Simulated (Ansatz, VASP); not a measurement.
Sn2PbO3: VASP beside Ansatz

```
CELL_PARAMETERS angstrom
8.28052 -2.76017 0.00000
8.28052 2.76017 0.00000
0.00000 0.00000 5.00196
ATOMIC_POSITIONS crystal
Sn 0.25000 0.25000 0.23537
Sn 0.91667 0.91667 0.23537
Sn 0.75000 0.75000 0.76463
Sn 0.08333 0.08333 0.76463
Pb 0.58333 0.58333 0.23537
Pb 0.41667 0.41667 0.76463
O 0.41667 0.91667 0.00000
O 0.08333 0.58333 0.00000
O 0.75000 0.25000 0.00000
O 0.91667 0.41667 0.00000
O 0.58333 0.08333 0.00000
O 0.25000 0.75000 0.00000
```

Alike in both runs: task single point; functional PBE; k mesh 4 × 4 × 4; occupations gaussian, width 0.1 eV; no spin polarisation.

|  | VASP | Ansatz |
| --- | --- | --- |
| version | VASP 6.6.1 | Ansatz 0.2.0 |
| potentials or method | VASP PAW PBE potentials, release 64 (Sn_d, Pb_d, O), cutoff 520 eV | scalar-relativistic, plane waves, PAW |
| valence electrons in the cell | 120 | 120 |

|  | VASP | Ansatz | Ansatz less VASP |
| --- | --- | --- | --- |
| gap on the k mesh at the Fermi level (eV) | 0.63 | 0.63 | -0.004 |
| least direct gap on the mesh (eV) | 0.71 | 0.72 | +0.004 |
| pressure (GPa) | 1.6 | 1.4 | -0.12 |
| traceless stress, the component that is largest in VASP (GPa) | -0.30 | -0.31 | -0.012 |
| rms of the force components (eV/Å) | 0.556 | 0.556 | +0.0003 |

Atom by atom the forces differ by 0.025 eV/Å (rms over components). The functional is the same, so the differences come from potentials, cutoffs and numerics.

Neither program's run includes spin-orbit coupling.
